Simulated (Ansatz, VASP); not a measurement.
# One calculation of BP, two programs

Contents of POSCAR:

```
BP
1.0
    0.0000000000      2.2690000000      2.2690000000
    2.2690000000      0.0000000000      2.2690000000
    2.2690000000      2.2690000000      0.0000000000
P B
1 1
Direct
    0.2500000000      0.2500000000      0.2500000000
    0.0000000000      0.0000000000      0.0000000000
```

File INCAR.step1:

```
  ALGO = Normal
  EDIFF = 1E-5
  ENCUT = 460
  GGA = PE
  GGA_COMPAT = F
  ISIF = 2
  ISMEAR = 0
  LASPH = T
  LCHARG = F
  LREAL = F
  LWAVE = T
  NBANDS = 11
  NELM = 120
  PREC = Accurate
  SIGMA = 0.05
```

Contents of INCAR.step2:

```
  AEXX = 0.1
  ALGO = Normal
  EDIFF = 1E-6
  ENCUT = 460
  GGA_COMPAT = F
  ISIF = 2
  ISMEAR = 0
  ISTART = 1
  IVDW = 12
  LASPH = T
  LCHARG = F
  LHFCALC = T
  LMIXTAU = T
  LREAL = F
  LWAVE = F
  METAGGA = R2SCAN
  NBANDS = 11
  NELM = 120
  PREC = Accurate
  PRECFOCK = Normal
  SIGMA = 0.05
  VDW_A1 = 0.4709
  VDW_A2 = 5.9157
  VDW_S6 = 1.0
  VDW_S8 = 1.1236
```

File KPOINTS:

```
k-points
0
Gamma
  6 6 6
```

The input input.yaml:

```yaml
crystal:
  lattice: { a: 4.538, b: 4.538, c: 4.538, alpha: 90.0, beta: 90.0, gamma: 90.0 }
  space_group: 216
  reduce_to_primitive: true
  atoms:
    - { symbol: P, wyckoff: "4c", position: [0.25, 0.25, 0.25] }
    - { symbol: B, wyckoff: "4a", position: [0.0, 0.0, 0.0] }
hamiltonian:
  xc: r2scanh
  pseudopotentials: { kind: paw, level: accurate }
  dispersion: d3bj
kpoints:
  mp_grid: { grid: [6, 6, 6] }
scf:
  occupations: { method: gaussian, width: 0.05 }
output:
  forces: true
  stress: true
  eigenvalues: true
  write_density: true
  write_potential: true
  elf: true
  volumetric_format: npy
```

Alike in both runs: task single point; functional r2SCANh; dispersion D3(BJ); k mesh 6 × 6 × 6; occupations gaussian, width 0.05 eV; no spin polarisation.

|  | VASP | Ansatz |
| --- | --- | --- |
| version | VASP 6.6.1 | Ansatz 0.2.0 |
| potentials or method | VASP PAW PBE potentials, release 64 (P, B) | Ansatz PAW earlier set |
| plane-wave cutoff (eV) | 460 | 760 |
| valence electrons in the cell | 8 | 8 |

```tsv
	VASP	Ansatz	Ansatz less VASP
gap on the k mesh at the Fermi level (eV)	2.07	2.03	-0.039
least direct gap on the mesh (eV)	4.24	4.19	-0.047
```

VASP's potentials were made for PBE, not for r2SCANh.
